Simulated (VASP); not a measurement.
Input of a VASP 6.6.1 run:

File POSCAR:

```
Cu
1.0
   -1.5690377355      1.5690377355      1.3760814500
    1.5690377355     -1.5690377355      1.3760814500
    1.5690377355      1.5690377355     -1.3760814500
Cu
1
Direct
    0.0000000000      0.0000000000      0.0000000000
```

The input INCAR.step1:

```
SYSTEM = Cu
ALGO = Normal ; EDIFF = 1E-4
ENCUT = 520 ; GGA = PE
ISMEAR = 0 ; LASPH = .TRUE.
LCHARG = .FALSE. ; LREAL = .FALSE.
LWAVE = .TRUE. ; NBANDS = 12
NELM = 100 ; PREC = Accurate
SIGMA = 0.15
```

The input INCAR.step2:

```
SYSTEM = Cu
ALGO = Normal ; EDIFF = 1E-7
ENCUT = 520 ; ISIF = 2
ISMEAR = 0 ; ISTART = 1
LASPH = .TRUE. ; LCHARG = .FALSE.
LMIXTAU = .TRUE. ; LREAL = .FALSE.
LWAVE = .FALSE. ; METAGGA = R2SCAN
NBANDS = 12 ; NELM = 100
PREC = Accurate ; SIGMA = 0.15
```

Contents of KPOINTS:

```
k-points
0
G
  24 24 24
  0 0 0
```

Potentials or basis: VASP PAW PBE potentials, release 64 (Cu).

Launch:

```sh
$ cat potpaw_PBE.64/Cu/POTCAR > POTCAR
$ cp INCAR.step1 INCAR
$ mpirun -np 1 vasp_std > vasp.out
$ cp INCAR.step2 INCAR
$ mpirun -np 1 vasp_std > vasp.out
```

Question: Predict the pressure.

Answer: -16.7 GPa.

Question: What does it give for the band gap on the k mesh?

Answer: Zero (an odd number of electrons rules out a gap without spin polarisation).

Stress tensor (GPa, compression positive):
```
-16.83   0.00   0.00
  0.00 -16.83   0.00
  0.00   0.00 -16.48
```

Caveat: the cell differs from its parent crystal (strain +0.0875 x Voigt [1, 1, 0, 0, 0, 0]); the cell stands under tension; the PAW data sets were made with another functional, which shifts forces and pressure a little.
